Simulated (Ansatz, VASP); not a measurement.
## As in VASP and in Ansatz

The input INCAR:

```
PREC = Accurate
ENCUT = 520
EDIFF = 1E-6
ISMEAR = 0
SIGMA = 0.1
LREAL = False
LASPH = True
NELM = 60
ALGO = Normal
ISIF = 2
LWAVE = False
LCHARG = False
GGA = PE
NBANDS = 12
```

The input KPOINTS:

```
regular mesh
0
Gamma
  15 15 15
```

Contents of POSCAR:

```
As
1.0
    1.8996184093      1.0967452000      3.8363338889
   -1.8996184093      1.0967452000      3.8363338889
    0.0000000000     -2.1934903999      3.8363338889
As
2
Direct
    0.2304088066      0.2304088066      0.2304088066
    0.7695911934      0.7695911934      0.7695911934
```

Input for Ansatz:

```yaml
crystal:
  lattice:
    - [1.8996184093, 1.0967452, 3.8363338889]
    - [-1.8996184093, 1.0967452, 3.8363338889]
    - [0.0, -2.1934903999, 3.8363338889]
  atoms:
    - { symbol: As, position: [0.2304088066, 0.2304088066, 0.2304088066] }
    - { symbol: As, position: [0.7695911934, 0.7695911934, 0.7695911934] }
basis:
  ecutwfc: 420
kpoints:
  mp_grid: { grid: [15, 15, 15] }
hamiltonian:
  xc: pbe
scf:
  occupations: { method: gaussian, width: 0.1 }
output:
  forces: true
  stress: true
  eigenvalues: true
  populations: true
```

Alike in both runs: task single point; functional PBE; k mesh 15 × 15 × 15; occupations gaussian, width 0.1 eV; no spin polarisation.

|  | VASP | Ansatz |
| --- | --- | --- |
| version | VASP 6.6.1 | Ansatz 0.2.0 |
| potentials or method | VASP PAW PBE potentials, release 64 (As), cutoff 520 eV | scalar-relativistic, plane waves, PAW |
| valence electrons in the cell | 10 | 30 |

|  | VASP | Ansatz | Ansatz less VASP |
| --- | --- | --- | --- |
| gap on the k mesh at the Fermi level (eV) | none | none | - |
| pressure (GPa) | -4.5 | -4.6 | -0.12 |
| traceless stress, the component that is largest in VASP (GPa) | -2.31 | -2.32 | -0.007 |
| rms of the force components (eV/Å) | 0.698 | 0.717 | +0.0192 |

Atom by atom the forces differ by 0.019 eV/Å (rms over components). A gap of «none» marks a metal or a gap that the smearing closes. VASP's potentials hold 10 valence electrons a cell and Ansatz's 30, so a difference there can come from the potentials and not from the codes.
